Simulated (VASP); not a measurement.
# WS2 (P6_3/mmc) in VASP: single point with LDA

Aim: the single point of WS2 with LDA.

Program: VASP 6.6.1. These are calculated values, not measurements. Logs are shortened: lines on timing, memory, paths and dates and some standing lists are left out, and cuts for length are marked.

**1. The cell of the first run**

The structure is hexagonal, space group P6_3/mmc (No. 194). Conventional cell: a = 3.127 Å, b = 3.127 Å, c = 12.156 Å, α = 90.00°, β = 90.00°, γ = 120.00°. Within 3.2 Å of W (site symmetry -6m2) lie 6 S at 2.39 Å and 6 W at 3.13 Å. S (site symmetry 3m) has 3 W at 2.39 Å and 7 S at 3.12 to 3.13 Å within 3.2 Å.

**2. Single point, LDA**

File INCAR:

```
PREC     = Accurate       # precision mode
ENCUT    = 520            # plane-wave cutoff, eV
EDIFF    = 1E-6           # SCF threshold, eV
ISMEAR   = 0              # smearing method
SIGMA    = 0.05           # smearing width, eV
LREAL    = F              # projectors in reciprocal space
LASPH    = T              # aspherical terms in the spheres
NELM     = 60             # most SCF steps
ALGO     = Normal         # electronic algorithm
ISIF     = 2              # what is computed and relaxed
LWAVE    = F              # write WAVECAR
LCHARG   = T              # write CHGCAR
LELF     = T              # ELF
LVHAR    = T            
NBANDS   = 64             # bands
```

File KPOINTS:

```
regular mesh
0
Gamma
  8 6 2
```

File POSCAR:

```
WS2
1.0
    3.1268885683      0.0000000000      0.0000000000
    0.0000000000      5.4159298698      0.0000000000
    0.0000000000      0.0000000000     12.1559714659
W S
4 8
Direct
    0.0000000000      0.3333333333      0.2500000000
    0.5000000000      0.8333333333      0.2500000000
    0.5000000000      0.1666666667      0.7500000000
    1.0000000000      0.6666666667      0.7500000000
    0.0000000000      0.3333333333      0.6215153207
    0.5000000000      0.8333333333      0.6215153207
    0.5000000000      0.1666666667      0.1215153207
    1.0000000000      0.6666666667      0.1215153207
    0.0000000000      0.3333333333      0.8784846793
    0.5000000000      0.8333333333      0.8784846793
    0.5000000000      0.1666666667      0.3784846793
    1.0000000000      0.6666666667      0.3784846793
```

Potentials or basis: VASP PAW LDA potentials, release 64 (W_sv, S).

Launch:

```sh
cat potpaw_LDA.64/W_sv/POTCAR potpaw_LDA.64/S/POTCAR > POTCAR
mpirun -np 1 vasp_std > vasp.out
```

OUTCAR:

```text
PREC = Accurate
   ENCUT = 520
   EDIFF = 1E-6
   ISMEAR = 0
   LREAL = F
   LASPH = T
   NELM = 60
   ISIF = 2

 ion  position               nearest neighbor table
   1  0.000  0.333  0.250-   7 2.39  11 2.39   7 2.39  11 2.39   8 2.39  12 2.39   2 3.13   2 3.13
                             2 3.13   2 3.13
   2  0.500  0.833  0.250-   8 2.39  12 2.39   8 2.39  12 2.39  11 2.39   7 2.39   1 3.13   1 3.13
                             1 3.13   1 3.13
   3  0.500  0.167  0.750-   5 2.39   9 2.39   5 2.39   9 2.39   6 2.39  10 2.39   4 3.13   4 3.13
                             4 3.13   4 3.13
   4  0.000  0.667  0.750-   6 2.39  10 2.39   6 2.39  10 2.39   9 2.39   5 2.39   3 3.13   3 3.13
                             3 3.13   3 3.13
   5  0.000  0.333  0.622-   3 2.39   3 2.39   4 2.39
   6  0.500  0.833  0.622-   4 2.39   4 2.39   3 2.39
   7  0.500  0.167  0.122-   1 2.39   1 2.39   2 2.39
   8  0.000  0.667  0.122-   2 2.39   2 2.39   1 2.39
   9  0.000  0.333  0.878-   3 2.39   3 2.39   4 2.39
  10  0.500  0.833  0.878-   4 2.39   4 2.39   3 2.39
  11  0.500  0.167  0.378-   1 2.39   1 2.39   2 2.39
  12  0.000  0.667  0.378-   2 2.39   2 2.39   1 2.39

  LATTYP: Found a simple orthorhombic cell.
 ALAT       =     3.1268885683
 B/A-ratio  =     1.7320508075
 C/A-ratio  =     3.8875614530

  Lattice vectors:

 A1 = (   3.1268885683,   0.0000000000,   0.0000000000)
 A2 = (   0.0000000000,   5.4159298698,   0.0000000000)
 A3 = (   0.0000000000,   0.0000000000,  12.1559714659)

Analysis of symmetry for initial positions (statically):
=====================================================================
 Subroutine PRICEL returns following result:

  LATTYP: Found a hexagonal cell.
 ALAT       =     3.1268885683
 C/A-ratio  =     3.8875614530

  Lattice vectors:

 A1 = (  -3.1268885683,   0.0000000000,   0.0000000000)
 A2 = (   1.5634442841,  -2.7079649349,   0.0000000000)
 A3 = (   0.0000000000,   0.0000000000,  12.1559714659)

   2 primitive cells build up your supercell.

 Routine SETGRP: Setting up the symmetry group for a
 simple orthorhombic supercell.

 Subroutine GETGRP returns: Found  8 space group operations
 (whereof  4 operations were pure point group operations)
 out of a pool of  8 trial point group operations.

The static configuration has the point symmetry C_2h.
 The point group associated with its full space group is D_2h.

Analysis of symmetry for dynamics (positions and initial velocities):
=====================================================================
 Subroutine PRICEL returns following result:

  LATTYP: Found a hexagonal cell.
 ALAT       =     3.1268885683
 C/A-ratio  =     3.8875614530

  Lattice vectors:

 A1 = (  -3.1268885683,   0.0000000000,   0.0000000000)
 A2 = (   1.5634442841,  -2.7079649349,   0.0000000000)
 A3 = (   0.0000000000,   0.0000000000,  12.1559714659)

   2 primitive cells build up your supercell.

 Routine SETGRP: Setting up the symmetry group for a
 simple orthorhombic supercell.

 Subroutine GETGRP returns: Found  8 space group operations
 (whereof  4 operations were pure point group operations)
 out of a pool of  8 trial point group operations.

The dynamic configuration has the point symmetry C_2h.
 The point group associated with its full space group is D_2h.

 Subroutine INISYM returns: Found  8 space group operations
 (whereof  4 operations are pure point group operations),
 and found     2 'primitive' translations

----------------------------------------------------------------------------------------

                                     Primitive cell

  volume of cell :     102.9307

  direct lattice vectors                    reciprocal lattice vectors
    -3.126888568  0.000000000  0.000000000    -0.319806727 -0.184640500  0.000000000
     1.563444284 -2.707964935  0.000000000    -0.000000000 -0.369281000  0.000000000
     0.000000000  0.000000000 12.155971466     0.000000000  0.000000000  0.082264096

  length of vectors
     3.126888568  3.126888568 12.155971466     0.369281000  0.369281000  0.082264096

  position of ions in fractional coordinates (direct lattice)
     0.666666667  0.333333333  0.250000000
     0.333333333  0.666666667  0.750000000
     0.666666667  0.333333333  0.621515321
     0.333333333  0.666666667  0.121515321
     0.666666667  0.333333333  0.878484679
     0.333333333  0.666666667  0.378484679

  ion indices of the primitive-cell ions
   primitive index   ion index
                 1           1
                 2           4
                 3           5
                 4           8
                 5           9
                 6          12

----------------------------------------------------------------------------------------

 KPOINTS: regular mesh

Automatic generation of k-mesh.
 Grid dimensions read from file:
 generate k-points for:    8    6    2

 Generating k-lattice:

  Cartesian coordinates                     Fractional coordinates (reciprocal lattice)
     0.039975841  0.000000000  0.000000000     0.125000000  0.000000000  0.000000000
     0.000000000  0.030773417  0.000000000     0.000000000  0.166666667  0.000000000
     0.000000000  0.000000000  0.041132048     0.000000000  0.000000000  0.500000000

  Length of vectors
     0.039975841  0.030773417  0.041132048

  Shift w.r.t. Gamma in fractional coordinates (k-lattice)
     0.000000000  0.000000000  0.000000000

 Subroutine IBZKPT returns following result:
 ===========================================

 Found     40 irreducible k-points:

 Following reciprocal coordinates:
            Coordinates               Weight
  0.000000  0.000000  0.000000      1.000000
  0.125000  0.000000  0.000000      2.000000
  0.250000  0.000000  0.000000      2.000000
  0.375000  0.000000  0.000000      2.000000
  0.500000  0.000000  0.000000      1.000000
  0.000000  0.166667  0.000000      2.000000
[... 16 lines left out ...]
  0.250000  0.000000  0.500000      2.000000
  0.375000  0.000000  0.500000      2.000000
 [... further k-points ...]
   k-points           NKPTS =     40   k-points in BZ     NKDIM =     40   number of bands    NBANDS=     64
   number of dos      NEDOS =    301   number of ions     NIONS =     12
   total plane-waves  NPLWV =  86400
   dimension x,y,z NGX =    24 NGY =   40 NGZ =   90
   dimension x,y,z NGXF=    48 NGYF=   80 NGZF=  180
   ions per type =               4   8
   NGX,Y,Z   is equivalent  to a cutoff of  12.76, 12.28, 12.31 a.u.
   NGXF,Y,Z  is equivalent  to a cutoff of  25.52, 24.56, 24.62 a.u.
 SYSTEM =  unknown system
   PREC   = accura    normal or accurate (medium, high low for compatibility)
   ISTART =      0    job   : 0-new  1-cont  2-samecut
   ICHARG =      2    charge: 1-file 2-atom 10-const
   ISPIN  =      1    spin polarized calculation?
   LNONCOLLINEAR =      F non collinear calculations
   LSORBIT =      F    spin-orbit coupling
   LASPH  =      T    aspherical Exc in radial PAW
   ENCUT  =  520.0 eV  38.22 Ry    6.18 a.u.   5.81 10.07 22.60*2*pi/ulx,y,z
   NELM   =     60;   NELMIN=  2; NELMDL= -5     # of ELM steps
   EDIFF  = 0.1E-05   stopping-criterion for ELM
   LREAL  =      F    real-space projection
   EDIFFG = 0.1E-04   stopping-criterion for IOM
   NSW    =      0    number of steps for IOM
   IBRION =     -1    ionic relax: 0-MD 1-quasi-New 2-CG
   NFREE  =      0    steps in history (QN), initial steepest desc. (CG)
   ISIF   =      2    stress and relaxation
   ISYM   =      2    0-nonsym 1-usesym 2-fastsym
   POTIM  = 0.5000    time-step for ionic-motion
   TEBEG  =    0.0;   TEEND  =   0.0 temperature during run
   PSTRESS=    0.0 pullay stress
   NELECT =     104.0000    total number of electrons
   NUPDOWN=      -1.0000    fix difference up-down
   EMIN   =  10.00;   EMAX   =-10.00  energy-range for DOS
   EFERMI =   0.00;   METHOD = LEGACY
   ISMEAR =     0;   SIGMA  =   0.05  broadening in eV -4-tet -1-fermi 0-gaus
   EFERMI_NEDOS =   21; number of points for ismear=-14 and -15
   IALGO  =     38    algorithm
   IMIX   =      4    mixing-type and parameters
     AMIX     =   0.40;   BMIX     =  1.00
     AMIX_MAG =   1.60;   BMIX_MAG =  1.00
  volume/ion in A,a.u.               =      17.16       115.77
  Fermi-wavevector in a.u.,A,eV,Ry     =   1.303850  2.463919 23.130236  1.700024
  Thomas-Fermi vector in A             =   2.434825
   LORBIT       =      0    0 simple, 1 ext, 2 COOP (PROOUT), +10 PAW based schemes
   GGA     = CA    functional components
   LHFCALC =     F    Hartree Fock is set to
   AEXX    =    0.0000 exact exchange contribution
   IVDW    =     0    specifies the selected vdW correction
   LEPSILON=     F    determine dielectric tensor
   LRPA    =     F    only Hartree local field effects (RPA)
 non-spin polarized calculation
 Gauss-broadening in eV      SIGMA  =   0.05
  energy-cutoff  :      520.00
  volume of cell :      205.86
 maximum number of plane-waves:      5576
 NGX is ok and might be reduce to    24
   NGX = 11   NGY = 21   NGZ = 45

 number of electron     104.0000015 magnetization

 Free energy of the ion-electron system (eV)
  ---------------------------------------------------
  ext. energy  EPLUGINS =         0.00000000
  ---------------------------------------------------
  free energy    TOTEN  =      -105.05133645 eV

  energy without entropy =     -105.05133645  energy(sigma->0) =     -105.05133645

 E-fermi :   7.9995     XC(G=0): -11.4212

 val. band max:        7.7806877991   @ k =   0.0000   0.0000   0.0000
 cond. band min:       8.6375771743   @ k =   0.3750   0.0000   0.0000
 fundamental gap:      0.8568893751
 Fermi energy:         7.9994527224

 k-point     1 :       0.0000    0.0000    0.0000
  band No.  band energies     occupation
      1     -66.3713      2.00000
      2     -66.3713      2.00000
      3     -66.3488      2.00000
      4     -66.3487      2.00000
      5     -31.1249      2.00000
      6     -31.1249      2.00000
[... 56 lines left out ...]
     63      10.3965      0.00000
     64      10.7458      0.00000

 k-point     2 :       0.1250    0.0000    0.0000
  band No.  band energies     occupation
      1     -66.3688      2.00000
      2     -66.3688      2.00000
      3     -66.3479      2.00000
      4     -66.3479      2.00000
      5     -31.1057      2.00000
      6     -31.1057      2.00000
[... 56 lines left out ...]
     63      10.5213      0.00000
     64      10.7171      0.00000

 k-point     3 :       0.2500    0.0000    0.0000
  band No.  band energies     occupation
      1     -66.3624      2.00000
      2     -66.3623      2.00000
      3     -66.3464      2.00000
      4     -66.3464      2.00000
      5     -31.0539      2.00000
      6     -31.0539      2.00000
[... 1396 lines left out ...]
     63      11.0926      0.00000
     64      11.1007      0.00000

 k-point    24 :       0.3750    0.0000    0.5000
  band No.  band energies     occupation
      1     -66.3547      2.00000
      2     -66.3547      2.00000
      3     -66.3461      2.00000
      4     -66.3461      2.00000
      5     -31.0319      2.00000
      6     -31.0319      2.00000
[... 56 lines left out ...]
     63      11.1866      0.00000
     64      11.1866      0.00000

 [... further k-points ...]

------------------------ aborting loop because EDIFF is reached ----------------------------------------

  FORCE on cell =-STRESS in cart. coord.  units (eV):
  Direction    XX          YY          ZZ          XY          YZ          ZX
  --------------------------------------------------------------------------------------
  -------------------------------------------------------------------------------------
  Total        0.5133407      0.5244492      0.5475670      0.0000000     -0.0000000      0.0000000
  in kB        3.9952246      4.0816795      4.2616008      0.0000000     -0.0000000      0.0000000
  external PRESSURE =       4.1128349 kB  Pullay stress =       0.0000000 kB

 VOLUME and BASIS-vectors are now :
 -----------------------------------------------------------------------------
  energy-cutoff  :      520.00
  volume of cell :      205.86
      direct lattice vectors                 reciprocal lattice vectors
     3.126888568  0.000000000  0.000000000     0.319806727  0.000000000  0.000000000
     0.000000000  5.415929870  0.000000000     0.000000000  0.184640500  0.000000000
     0.000000000  0.000000000 12.155971466     0.000000000  0.000000000  0.082264096

 POSITION                                       TOTAL-FORCE (eV/Angst)
 -----------------------------------------------------------------------------------
      0.00000      1.80531      3.03899         0.000000      0.000590     -0.000000
      1.56344      4.51327      3.03899        -0.000000      0.000590     -0.000000
      1.56344      0.90265      9.11698        -0.000000     -0.000590     -0.000000
      0.00000      3.61062      9.11698         0.000000     -0.000590     -0.000000
      0.00000      1.80531      7.55512         0.000000      0.000203     -0.050845
      1.56344      4.51327      7.55512         0.000000      0.000203     -0.050845
      1.56344      0.90265      1.47714         0.000000     -0.000203     -0.050845
      0.00000      3.61062      1.47714         0.000000     -0.000203     -0.050845
      0.00000      1.80531     10.67883        -0.000000      0.000203      0.050845
      1.56344      4.51327     10.67883         0.000000      0.000203      0.050845
      1.56344      0.90265      4.60085         0.000000     -0.000203      0.050845
      0.00000      3.61062      4.60085         0.000000     -0.000203      0.050845
 -----------------------------------------------------------------------------------
    total drift:                                0.000000     -0.000000     -0.000000

  FREE ENERGIE OF THE ION-ELECTRON SYSTEM (eV)
  ---------------------------------------------------
  free  energy   TOTEN  =      -105.0513364476 eV

  energy  without entropy=     -105.0513364476  energy(sigma->0) =     -105.05133645
```

Run time: 14 min. Hardware: 1 thread of Intel Xeon 8259CL, shared host; peak memory 0.47 GiB.

Results:

```
Free energy            : -105.0513 eV
Pressure               : 0.4 GPa
Largest force          : 0.051 eV/Å
Band gap on the k mesh : 0.86 eV
```

Forces on the atoms (eV/Å):
```
W    0.000  0.001  0.000
W    0.000  0.001  0.000
W    0.000 -0.001  0.000
W    0.000 -0.001  0.000
S    0.000  0.000 -0.051
S    0.000  0.000 -0.051
S    0.000  0.000 -0.051
S    0.000  0.000 -0.051
S    0.000  0.000  0.051
S    0.000  0.000  0.051
S    0.000  0.000  0.051
S    0.000  0.000  0.051
```

Caveat: spin-orbit coupling is left out, which moves the levels of the heavy elements. A k mesh can miss the band edges.
